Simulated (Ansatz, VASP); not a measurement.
# Sn8TeSe7: VASP beside Ansatz

```
Sn Te Se
1.0
    11.73202    0.00000    0.00000
     0.00000    8.30030    0.00000
     0.00000    0.00000    4.72814
Sn Te Se
8 1 7
Direct
  0.61879 0.37500 0.37655
  0.61879 0.87500 0.37655
  0.88121 0.12500 0.87655
  0.88121 0.62500 0.87655
  0.38121 0.12500 0.62345
  0.38121 0.62500 0.62345
  0.11879 0.37500 0.12345
  0.11879 0.87500 0.12345
  0.14855 0.12500 0.50918
  0.14855 0.62500 0.50918
  0.64855 0.12500 0.99082
  0.64855 0.62500 0.99082
  0.35145 0.37500 0.00918
  0.35145 0.87500 0.00918
  0.85145 0.37500 0.49082
  0.85145 0.87500 0.49082
```

Alike in both runs: task single point; functional PBE; dispersion D3(BJ); k mesh 2 × 2 × 4; occupations gaussian, width 0.1 eV; no spin polarisation.

|  | VASP | Ansatz |
| --- | --- | --- |
| version | VASP 6.6.1 | Ansatz 0.2.0 |
| potentials or method | VASP PAW PBE potentials, release 64 (Sn_d, Te, Se), cutoff 520 eV | scalar-relativistic, plane waves, PAW |
| valence electrons in the cell | 160 | 240 |

|  | VASP | Ansatz | Ansatz less VASP |
| --- | --- | --- | --- |
| gap on the k mesh at the Fermi level (eV) | 1.02 | 1.03 | +0.006 |
| least direct gap on the mesh (eV) | 1.08 | 1.09 | +0.011 |
| pressure (GPa) | 0.2 | 0.1 | -0.01 |
| traceless stress, the component that is largest in VASP (GPa) | -0.65 | -0.65 | +0.002 |
| rms of the force components (eV/Å) | 0.356 | 0.349 | -0.0066 |

Atom by atom the forces differ by 0.014 eV/Å (rms over components). VASP's potentials hold 160 valence electrons a cell and Ansatz's 240, so a difference there can come from the potentials and not from the codes. Ansatz's warnings: dispersion switch in reach.

Spin-orbit coupling is off throughout.
